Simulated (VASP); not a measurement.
A run of VASP 6.6.1 is set up as follows.

File INCAR:

```
SYSTEM = AlGa2P3
ALGO     = Normal         ! electronic algorithm
EDIFF    = 1E-6           ! SCF threshold, eV
EDIFFG   = -0.04          ! ionic threshold
ENCUT    = 600            ! plane-wave cutoff, eV
GGA      = PE             ! functional
IBRION   = 2              ! ionic algorithm
ISIF     = 3              ! what is computed and relaxed
ISMEAR   = 0              ! smearing method
LASPH    = .True.         ! aspherical terms in the spheres
LCHARG   = .False.        ! write CHGCAR
LREAL    = .False.        ! projectors in reciprocal space
LWAVE    = .False.        ! write WAVECAR
NELM     = 100            ! most SCF steps
NSW      = 90             ! ionic steps
PREC     = Accurate       ! precision mode
SIGMA    = 0.1            ! smearing width, eV
```

Contents of KPOINTS:

```
k-points
0
Gamma
  6 6 6
  0 0 0
```

File POSCAR:

```
AlGa2P3
1.0
   -1.8803009400      1.8803009400      7.9774412900
    1.8803009400     -1.8803009400      7.9774412900
    1.8803009400      1.8803009400     -7.9774412900
Al Ga P
1 2 3
Direct
    0.5000000000      0.5000000000      0.0000000000
    0.8333333300      0.8333333300      0.0000000000
    0.1666666700      0.1666666700      0.0000000000
    0.4166666700      0.9166666700      0.5000000000
    0.0833333300      0.5833333300      0.5000000000
    0.7500000000      0.2500000000      0.5000000000
```

Potentials or basis: VASP PAW PBE potentials, release 64 (Al, Ga_d, P).

The run is started by

```console
$ cat potpaw_PBE.64/Al/POTCAR potpaw_PBE.64/Ga_d/POTCAR potpaw_PBE.64/P/POTCAR > POTCAR
$ mpirun -np 1 vasp_std > vasp.out
```

Estimate the band gap on the k mesh.

1.67 eV, indirect (least direct gap 1.79 eV).

Estimate the relaxed cell.

a = 8.694 Å, b = 8.694 Å, c = 8.694 Å, α = 154.13°, β = 154.13°, γ = 36.92°.

Forces in eV/Å, atoms in the order of the input:
```
Al   0.000  0.000  0.000
Ga   0.000  0.000  0.010
Ga   0.000  0.000 -0.010
P    0.000  0.000  0.022
P    0.000  0.000 -0.022
P    0.000  0.000  0.000
```

A k mesh can miss the band edges. As with any semilocal functional, this PBE gap is likely too small.
